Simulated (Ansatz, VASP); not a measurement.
Sb in VASP and in Ansatz

Contents of INCAR:

```
PREC = Accurate
ENCUT = 600
EDIFF = 1E-7
ISMEAR = 0
SIGMA = 0.1
LREAL = False
LASPH = True
NELM = 100
ALGO = Normal
ISIF = 3
LWAVE = False
LCHARG = False
GGA = PE
IBRION = 2
NSW = 100
EDIFFG = -0.01
```

File KPOINTS:

```
Automatic mesh
0
Gamma
  18 18 10
```

File POSCAR:

```
Sb
1.0
    1.9467823226     -2.7513725548      0.0000000000
    1.9467823226      2.7513725548      0.0000000000
    0.0000000000      0.0000000000      5.2931746080
Sb
2
Direct
    0.7500000000      0.2500000000      0.2807158839
    0.2500000000      0.7500000000      0.7192841161
```

Input for Ansatz:

```yaml
crystal:
  lattice:
    - [1.9467823226, -2.7513725548, 0.0]
    - [1.9467823226, 2.7513725548, 0.0]
    - [0.0, 0.0, 5.293174608]
  atoms:
    - { symbol: Sb, position: [0.75, 0.25, 0.2807158839] }
    - { symbol: Sb, position: [0.25, 0.75, 0.7192841161] }
basis:
  ecutwfc: 420
kpoints:
  mp_grid: { grid: [18, 18, 10] }
hamiltonian:
  xc: pbe
scf:
  occupations: { method: gaussian, width: 0.1 }
output:
  forces: true
  stress: true
  eigenvalues: true
relax:
  adjacent_minimum: "off"
  f_tol: 0.01
  max_steps: 80
  cell: { stress_tol: 0.05 }
```

Alike in both runs: task relaxation of cell and atoms; functional PBE; k mesh 18 × 18 × 10; occupations gaussian, width 0.1 eV; no spin polarisation.

```csv
,VASP,Ansatz
version,VASP 6.6.1,Ansatz 0.2.0
potentials or method,"VASP PAW PBE potentials, release 64 (Sb), cutoff 600 eV","scalar-relativistic, plane waves, PAW"
valence electrons in the cell,10,30
```

```tsv
	VASP	Ansatz	Ansatz less VASP
gap on the k mesh at the Fermi level, each at its own relaxed structure (eV)	none	none	-
relaxed volume (Å³/atom)	27.16	27.23	+0.066
relaxed cell length with the largest relative difference (Å)	3.261	3.265	+0.0038
```

A gap of «none» marks a metal or a gap that the smearing closes. VASP's potentials hold 10 valence electrons a cell and Ansatz's 30, so a difference there can come from the potentials and not from the codes.

Spin-orbit coupling is off throughout.
